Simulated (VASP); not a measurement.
The system is Fe.

```xyz
2
Lattice="1.7001 -1.7262 0.0000 1.7001 1.7262 0.0000 0.0000 0.0000 3.7097" Properties=species:S:1:pos:R:3 pbc="T T T"
Fe    1.7001    0.0000    1.8549
Fe    0.0000    0.0000    0.0000
```

```yaml
Program: VASP 6.6.1
Task: relaxation of cell and atoms
Functional: PBEsol
Potentials_or_basis: VASP PAW PBE potentials, release 64 (Fe)
Cutoff: 600 eV
k_mesh: 14 × 14 × 10
Occupations: fermi-dirac, width 0.05 eV
Spin: collinear spin, antiferromagnetic start
Starting_moments: "[-3.0, 3.0] μB"
```

At the start: pressure -12.6 GPa; volume 10.89 Å³/atom.

How do energy, volume and symmetry change on relaxing?

Over 30 steps the energy falls by 32.7 meV/atom and the volume is 10.16 Å³/atom (-6.7 %); space group I4/mmm (No. 139, to 0.1 Å) before and after; moment 0.00 μB per cell.

The path:
```
step  energy change (eV)  largest force (eV/Å)  pressure (GPa)  volume (Å³)
   1              0.0000                0.0000          -12.63        21.77
   2              0.0053                0.0000           17.73        19.18
   3             -0.0576                0.0000            0.05        20.44
   4             -0.0576                0.0000            0.33        20.41
   5             -0.0644                0.0000            0.33        20.33
   6             -0.0651                0.0000            0.38        20.29
   7             -0.0651                0.0000            0.34        20.28
   8             -0.0651                0.0000            0.41        20.28
   9             -0.0651                0.0000            0.39        20.28
  10             -0.0653                0.0000           -0.42        20.35
  11             -0.0653                0.0000           -0.25        20.34
  12             -0.0654                0.0000           -0.05        20.32
  13             -0.0654                0.0000            0.03        20.32
  14             -0.0654                0.0000            0.20        20.31
  15             -0.0654                0.0000            0.09        20.31
  16             -0.0654                0.0000            0.09        20.31
  17             -0.0654                0.0000            0.07        20.32
  18             -0.0654                0.0000            0.01        20.32
  19             -0.0654                0.0000            0.02        20.32
  20             -0.0654                0.0000           -0.03        20.32
  21             -0.0654                0.0000            0.00        20.32
  22             -0.0654                0.0000            0.02        20.32
  23             -0.0654                0.0000            0.03        20.32
  24             -0.0654                0.0000            0.03        20.32
  25             -0.0654                0.0000           -0.11        20.32
  26             -0.0654                0.0000            0.05        20.32
  27             -0.0654                0.0000           -0.14        20.32
  28             -0.0654                0.0000            0.09        20.32
  29             -0.0654                0.0000           -0.05        20.32
  30             -0.0654                0.0000            0.01        20.32
```

Final structure:
```xyz
2
Lattice="1.6907 -1.6912 0.0000 1.6907 1.6912 0.0000 0.0000 0.0000 3.5530" Properties=species:S:1:pos:R:3 pbc="T T T"
Fe    1.6907    0.0000    1.7765
Fe    0.0000    0.0000    0.0000
```

Caveat: the antiferromagnetic order is the one typed at the start, and another may lie lower; the PAW data sets were made with another functional, which shifts forces and pressure a little.
